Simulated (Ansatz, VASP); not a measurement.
**One calculation of Ir, two programs**

File INCAR:

```
PREC = Accurate ; ENCUT = 520
EDIFF = 1E-6 ; ISMEAR = 0
SIGMA = 0.1 ; LREAL = F
LASPH = T ; NELM = 60
ALGO = Normal ; ISIF = 2
LWAVE = F ; LCHARG = T
LDIPOL = T ; IDIPOL = 3
DIPOL = 0.5 0.5 0.442 ; GGA = PE
IVDW = 12 ; LELF = T
LVHAR = T ; LVACPOTAV = T
NBANDS = 66
```

KPOINTS

```
Automatic mesh
0
Gamma
  4 4 1
```

File POSCAR:

```
Ir
1.0
    5.4313155574      0.0000000000      0.0000000000
   -2.7156577787      4.7036572487      0.0000000000
    0.0000000000      0.0000000000     23.0408505826
Ir
12
Direct
    0.3333333333      0.1666666667      0.3472094041
    0.3333333333      0.6666666667      0.3472094041
    0.8333333333      0.1666666667      0.3472094041
    0.8333333333      0.6666666667      0.3472094041
    0.6667753663      0.3334662488      0.4421074284
    0.6673382767      0.8338216218      0.4414950495
    0.1659679173      0.3326067212      0.4415475706
    0.1658395355      0.8344896305      0.4415556224
   -0.0008195262      0.4996334907      0.5356151383
    0.0017072489     -0.0008425568      0.5376883213
    0.5004122738      0.4996957443      0.5357142662
    0.5002104635      0.0007842342      0.5355164515
```

Input for Ansatz:

```yaml
crystal:
  lattice:
    - [5.4313155574, 0.0, 0.0]
    - [-2.7156577787, 4.7036572487, 0.0]
    - [0.0, 0.0, 23.0408505826]
  atoms:
    - { symbol: Ir, position: [0.3333333333, 0.1666666667, 0.3472094041] }
    - { symbol: Ir, position: [0.3333333333, 0.6666666667, 0.3472094041] }
    - { symbol: Ir, position: [0.8333333333, 0.1666666667, 0.3472094041] }
    - { symbol: Ir, position: [0.8333333333, 0.6666666667, 0.3472094041] }
    - { symbol: Ir, position: [0.6667753663, 0.3334662488, 0.4421074284] }
    - { symbol: Ir, position: [0.6673382767, 0.8338216218, 0.4414950495] }
    - { symbol: Ir, position: [0.1659679173, 0.3326067212, 0.4415475706] }
    - { symbol: Ir, position: [0.1658395355, 0.8344896305, 0.4415556224] }
    - { symbol: Ir, position: [-0.0008195262, 0.4996334907, 0.5356151383] }
    - { symbol: Ir, position: [0.0017072489, -0.0008425568, 0.5376883213] }
    - { symbol: Ir, position: [0.5004122738, 0.4996957443, 0.5357142662] }
    - { symbol: Ir, position: [0.5002104635, 0.0007842342, 0.5355164515] }
basis:
  ecutwfc: 420
kpoints:
  mp_grid: { grid: [4, 4, 1] }
hamiltonian:
  xc: pbe
  dispersion: d3bj
scf:
  occupations: { method: gaussian, width: 0.1 }
output:
  forces: true
  eigenvalues: true
  write_density: true
  volumetric_format: npy
efield:
  axis: 3
  dipole_correction: true
  ramp_width: 0.04
```

Alike in both runs: task single point; functional PBE; dispersion D3(BJ); k mesh 4 × 4 × 1; occupations gaussian, width 0.1 eV; no spin polarisation.

|  | VASP | Ansatz |
| --- | --- | --- |
| version | VASP 6.6.1 | Ansatz 0.2.0 |
| potentials or method | VASP PAW PBE potentials, release 64 (Ir), cutoff 520 eV | scalar-relativistic, plane waves, PAW |
| valence electrons in the cell | 108 | 204 |

```tsv
	VASP	Ansatz	Ansatz less VASP
gap on the k mesh at the Fermi level (eV)	none	none	-
rms of the force components (eV/Å)	0.100	0.099	-0.0007
work function, face that differs most (eV)	5.31	5.30	-0.010
```

Atom by atom the forces differ by 0.019 eV/Å (rms over components). A gap of «none» marks a metal or a gap that the smearing closes. VASP's potentials hold 108 valence electrons a cell and Ansatz's 204, so a difference there can come from the potentials and not from the codes.

Neither program's run includes spin-orbit coupling.
